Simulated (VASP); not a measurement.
Wanted: the native input for a VASP 6.6.1 run.

| Item | Value |
| --- | --- |
| Task | single point |
| Functional | PBEsol |
| Potentials or basis | VASP PAW PBE potentials, release 64 (W_sv, S) |
| Cutoff | 520 eV |
| k mesh | 12 × 12 × 2 |
| Occupations | gaussian, width 0.05 eV |
| Spin | no spin polarisation |
| Dipole correction | no |
| Further INCAR settings | ALGO = Normal; EDIFF = 1e-06; NBANDS = 20 |

The structure of WS2 lies in POSCAR:

```
WS2
1.0
    3.1461905993      0.0002757437      0.0101137961
   -1.5729079885      2.7238663391     -0.0471030432
    0.0483899561     -0.2728066687     17.9667099955
W S
1 2
Direct
    0.3333195754      0.6666541868     -0.0000001158
    0.6608053496      0.3157170345      0.9127573813
    0.6725417418      0.3509621121      0.0872427346
```

These files were run (other wordings do the same):

INCAR

```
SYSTEM = WS2
ALGO = Normal
EDIFF = 1E-6
ENCUT = 520
GGA = PS
ISIF = 2
ISMEAR = 0
LASPH = .TRUE.
LCHARG = .TRUE.
LELF = .TRUE.
LREAL = .FALSE.
LVHAR = .TRUE.
LWAVE = .FALSE.
NBANDS = 20
NELM = 100
PREC = Accurate
SIGMA = 0.05
```

KPOINTS

```
k-points
0
G
  12 12 2
  0 0 0
```

Potentials or basis: VASP PAW PBE potentials, release 64 (W_sv, S).

Command:

```sh
$ cat potpaw_PBE.64/W_sv/POTCAR potpaw_PBE.64/S/POTCAR > POTCAR
$ mpirun -np 1 vasp_std > vasp.out
```

It gave:

The largest force is 0.019 eV/Å. The band gap on the k mesh is 1.94 eV.

Caveat: there is no dipole correction, which matters where the two faces differ; the PAW data sets were made with another functional, which shifts forces and pressure a little; spin-orbit coupling is left out, which moves the levels of the heavy elements.

It took 5.5 min on 1 thread of Intel(R) Xeon(R) Platinum 8488C (Sapphire Rapids), on a shared host, peak memory 0.57 GiB.
